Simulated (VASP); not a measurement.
# BAs (F-43m) in VASP: vibrations by perturbation theory with PBE

Aim: the vibrations by perturbation theory of BAs with PBE.

Everything below comes from runs of VASP 6.6.1. Logs are shortened: lines on timing, memory, paths and dates and some standing lists are left out, and cuts for length are marked.

## Step 1: The cell of the first run

It takes space group F-43m (No. 216, cubic). The conventional cell has a = 4.777 Å, b = 4.777 Å, c = 4.777 Å, α = 90.00°, β = 90.00°, γ = 90.00°. Within 2.7 Å of B (site symmetry -43m) lie 4 As at 2.07 Å. As (site symmetry -43m) has 4 B at 2.07 Å within 2.7 Å.

## Step 2: Vibrations by perturbation theory, PBE

Input file INCAR:

```
PREC = Accurate
ENCUT = 520
EDIFF = 1E-8
ISMEAR = 0
SIGMA = 0.05
LREAL = False
LASPH = True
NELM = 80
ALGO = Normal
ISIF = 2
LWAVE = False
LCHARG = True
GGA = PE
NBANDS = 11
IBRION = 8
NSW = 1
```

Input file KPOINTS:

```
regular mesh
0
Gamma
  10 10 10
```

Input file POSCAR:

```
BAs
1.0
    0.0000000000      2.3885000000      2.3885000000
    2.3885000000      0.0000000000      2.3885000000
    2.3885000000      2.3885000000      0.0000000000
B As
1 1
Direct
    0.0000000000      0.0000000000      0.0000000000
    0.7500000000      0.7500000000      0.7500000000
```

Potentials or basis: VASP PAW PBE potentials, release 64 (B, As).

Launch:

```console
$ cat potpaw_PBE.64/B/POTCAR potpaw_PBE.64/As/POTCAR > POTCAR
$ mpirun -np 1 vasp_std > vasp.out
```

OUTCAR:

```text
PREC = Accurate
   ENCUT = 520
   EDIFF = 1E-8
   ISMEAR = 0
   LREAL = False
   LASPH = True
   NELM = 80
   ISIF = 2
   GGA = PE
   IBRION = 8
   NSW = 1

 ion  position               nearest neighbor table
   1  0.000  0.000  0.000-   2 2.07   2 2.07   2 2.07   2 2.07
   2  0.750  0.750  0.750-   1 2.07   1 2.07   1 2.07   1 2.07

  LATTYP: Found a face centered cubic cell.
 ALAT       =     4.7770000000

  Lattice vectors:

 A1 = (   0.0000000000,   2.3885000000,   2.3885000000)
 A2 = (   2.3885000000,   0.0000000000,   2.3885000000)
 A3 = (   2.3885000000,   2.3885000000,   0.0000000000)

Analysis of symmetry for initial positions (statically):
=====================================================================
 Subroutine PRICEL returns:
 Original cell was already a primitive cell.

 Routine SETGRP: Setting up the symmetry group for a
 face centered cubic supercell.

 Subroutine GETGRP returns: Found 24 space group operations
 (whereof 24 operations were pure point group operations)
 out of a pool of 48 trial point group operations.

The static configuration has the point symmetry T_d .

Analysis of symmetry for dynamics (positions and initial velocities):
=====================================================================
 Subroutine PRICEL returns:
 Original cell was already a primitive cell.

 Routine SETGRP: Setting up the symmetry group for a
 face centered cubic supercell.

 Subroutine GETGRP returns: Found 24 space group operations
 (whereof 24 operations were pure point group operations)
 out of a pool of 48 trial point group operations.

The dynamic configuration has the point symmetry T_d .

 Subroutine INISYM returns: Found 24 space group operations
 (whereof 24 operations are pure point group operations),
 and found     1 'primitive' translations

----------------------------------------------------------------------------------------

                                     Primitive cell

  volume of cell :      27.2525

  direct lattice vectors                    reciprocal lattice vectors
     0.000000000  2.388500000  2.388500000    -0.209336404  0.209336404  0.209336404
     2.388500000  0.000000000  2.388500000     0.209336404 -0.209336404  0.209336404
     2.388500000  2.388500000  0.000000000     0.209336404  0.209336404 -0.209336404

  length of vectors
     3.377849094  3.377849094  3.377849094     0.362581287  0.362581287  0.362581287

  position of ions in fractional coordinates (direct lattice)
     0.000000000  0.000000000  0.000000000
     0.750000000  0.750000000  0.750000000

  ion indices of the primitive-cell ions
   primitive index   ion index
                 1           1
                 2           2

----------------------------------------------------------------------------------------

 KPOINTS: regular mesh

Automatic generation of k-mesh.
 Grid dimensions read from file:
 generate k-points for:   10   10   10

 Generating k-lattice:

  Cartesian coordinates                     Fractional coordinates (reciprocal lattice)
    -0.020933640  0.020933640  0.020933640     0.100000000  0.000000000  0.000000000
     0.020933640 -0.020933640  0.020933640     0.000000000  0.100000000  0.000000000
     0.020933640  0.020933640 -0.020933640     0.000000000  0.000000000  0.100000000

  Length of vectors
     0.036258129  0.036258129  0.036258129

  Shift w.r.t. Gamma in fractional coordinates (k-lattice)
     0.000000000  0.000000000  0.000000000

 Subroutine IBZKPT returns following result:
 ===========================================

[... 82 lines left out ...]
 maximum number of plane-waves:       754
 NGX is ok and might be reduce to    28
   NGX = 13   NGY = 13   NGZ = 13

--------------------------------------- Ionic step        1  -------------------------------------------

 number of electron       8.0000000 magnetization

 Free energy of the ion-electron system (eV)
  ---------------------------------------------------
  ext. energy  EPLUGINS =         0.00000000
  ---------------------------------------------------
  free energy    TOTEN  =       -11.40640294 eV

  energy without entropy =      -11.40640294  energy(sigma->0) =      -11.40640294

 E-fermi :   6.3602     XC(G=0): -10.5843

 val. band max:        6.1262110717   @ k =   0.0000   0.0000   0.0000
 cond. band min:       7.3017707403   @ k =   0.4000   0.4000   0.0000
 fundamental gap:      1.1755596685
 Fermi energy:         6.3602063660

 k-point     1 :       0.0000    0.0000    0.0000
  band No.  band energies     occupation
      1      -9.2750      2.00000
      2       6.1262      2.00000
      3       6.1262      2.00000
      4       6.1262      2.00000
      5       9.4027      0.00000
      6       9.4027      0.00000
      7       9.4027      0.00000
      8      10.8130      0.00000
      9      15.7092      0.00000
     10      19.0767      0.00000
     11      19.0767      0.00000
[... 309 lines left out ...]
 k-point    24 :       0.4000    0.3000    0.0000
  band No.  band energies     occupation
      1      -6.6309      2.00000
      2      -0.3315      2.00000
      3       2.1498      2.00000
      4       2.6400      2.00000
      5       7.8225      0.00000
      6       9.5221      0.00000
      7      14.9619      0.00000
      8      15.1947      0.00000
      9      18.1795      0.00000
     10      21.9433      0.00000
     11      21.9977      0.00000

 [... further k-points ...]

------------------------ aborting loop because EDIFF is reached ----------------------------------------

  FORCE on cell =-STRESS in cart. coord.  units (eV):
  Direction    XX          YY          ZZ          XY          YZ          ZX
  --------------------------------------------------------------------------------------
  -------------------------------------------------------------------------------------
  Total        0.5835875      0.5835875      0.5835875      0.0000000      0.0000000     -0.0000000
  in kB       34.3092216     34.3092216     34.3092216      0.0000000      0.0000000     -0.0000000
  external PRESSURE =      34.3092216 kB  Pullay stress =       0.0000000 kB

 VOLUME and BASIS-vectors are now :
 -----------------------------------------------------------------------------
  energy-cutoff  :      520.00
  volume of cell :       27.25
      direct lattice vectors                 reciprocal lattice vectors
     0.000000000  2.388500000  2.388500000    -0.209336404  0.209336404  0.209336404
     2.388500000  0.000000000  2.388500000     0.209336404 -0.209336404  0.209336404
     2.388500000  2.388500000  0.000000000     0.209336404  0.209336404 -0.209336404

 POSITION                                       TOTAL-FORCE (eV/Angst)
 -----------------------------------------------------------------------------------
      0.00000      0.00000      0.00000         0.000000      0.000000      0.000000
      3.58275      3.58275      3.58275        -0.000000     -0.000000     -0.000000
 -----------------------------------------------------------------------------------
    total drift:                                0.000000      0.000000      0.000000

  FREE ENERGIE OF THE ION-ELECTRON SYSTEM (eV)
  ---------------------------------------------------
  free  energy   TOTEN  =       -11.4064029410 eV

  energy  without entropy=      -11.4064029410  energy(sigma->0) =      -11.40640294

[... ionic steps 2 to 3 ...]

--------------------------------------- Ionic step        4  -------------------------------------------

------------------------ aborting loop because EDIFF is reached ----------------------------------------

[... ionic steps 5 to 6 ...]

--------------------------------------- Ionic step        7  -------------------------------------------

 Free energy of the ion-electron system (eV)
  ---------------------------------------------------
  ---------------------------------------------------
  free energy    TOTEN  =        -0.03663823 eV

  energy without entropy =       -0.03663823

------------------------ aborting loop because EDIFF is reached ----------------------------------------

 INTERNAL STRAIN TENSOR  FOR ION    2  DIRECTION 1   (eV/Angst):
 -----------------------------------------------------------------------------
    -0.00839  0.00000  0.00000
     0.00000  0.00647  7.20435
     0.00000  7.20435  0.00647

 INTERNAL STRAIN TENSOR FOR ION    2 for displacements in x,y,z  (eV/Angst):
          X           Y           Z          XY          YZ          ZX
  --------------------------------------------------------------------------------
  x     0.00000     0.00000     0.00000     0.00000     7.20435     0.00000
  y     0.00000     0.00000     0.00000     0.00000     0.00000     7.20435
  z     0.00000     0.00000     0.00000     7.20435     0.00000     0.00000

 SECOND DERIVATIVES (NOT SYMMETRIZED)
 ------------------------------------
               1X          1Y          1Z          2X          2Y          2Z
  1X   -16.833771    0.000000    0.000000   16.833771    0.000000    0.000000
  1Y     0.000000  -16.833771    0.000000    0.000000   16.833771    0.000000
  1Z     0.000000    0.000000  -16.833771    0.000000    0.000000   16.833771
  2X    16.830706    0.000000    0.000000  -16.830706    0.000000    0.000000
  2Y     0.000000   16.830706    0.000000    0.000000  -16.830706    0.000000
  2Z     0.000000    0.000000   16.830706    0.000000    0.000000  -16.830706

 Eigenvectors and eigenvalues of the dynamical matrix
 ----------------------------------------------------

   1 f  =   20.867616 THz   131.115100 2PiTHz  696.068757 cm-1    86.301488 meV
             X         Y         Z           dx          dy          dz
      0.000000  0.000000  0.000000    -0.934836    0.000000    0.000000
      3.582750  3.582750  3.582750     0.355078    0.000000    0.000000
[... 21 lines left out ...]
   6 f/i=    0.000631 THz     0.003963 2PiTHz    0.021038 cm-1     0.002608 meV
             X         Y         Z           dx          dy          dz
      0.000000  0.000000  0.000000     0.000000   -0.354755    0.015153
      3.582750  3.582750  3.582750     0.000000   -0.933985    0.039895

--------------------------------------------------------------------------------------------------------

 ELASTIC MODULI CONTR FROM IONIC RELAXATION (kBar)
 Direction    XX          YY          ZZ          XY          YZ          ZX
 --------------------------------------------------------------------------------
 XX          -0.0000      0.0000      0.0000      0.0000     -0.0000     -0.0000
 YY           0.0000     -0.0000      0.0000      0.0000      0.0000      0.0000
 ZZ           0.0000      0.0000     -0.0000     -0.0000      0.0000     -0.0000
 XY           0.0000      0.0000     -0.0000   -190.5789      0.0000      0.0000
 YZ          -0.0000      0.0000      0.0000      0.0000   -190.5789     -0.0000
 ZX          -0.0000      0.0000     -0.0000      0.0000     -0.0000   -190.5789
 --------------------------------------------------------------------------------
```

It took 3.8 min on 1 thread of Intel Xeon 8259CL, shared host; peak memory 0.27 GiB.

Results:

```yaml
Highest_phonon_frequency_at_Γ_LO-TO_splitting_left_out: 696 cm⁻¹
```

Phonon frequencies in cm⁻¹ (negative: imaginary):
```
              q point        frequencies
(0.000, 0.000, 0.000)  0 0 0 696 696 696
```

Caveat: the cell stands under pressure or tension, which shifts response properties.
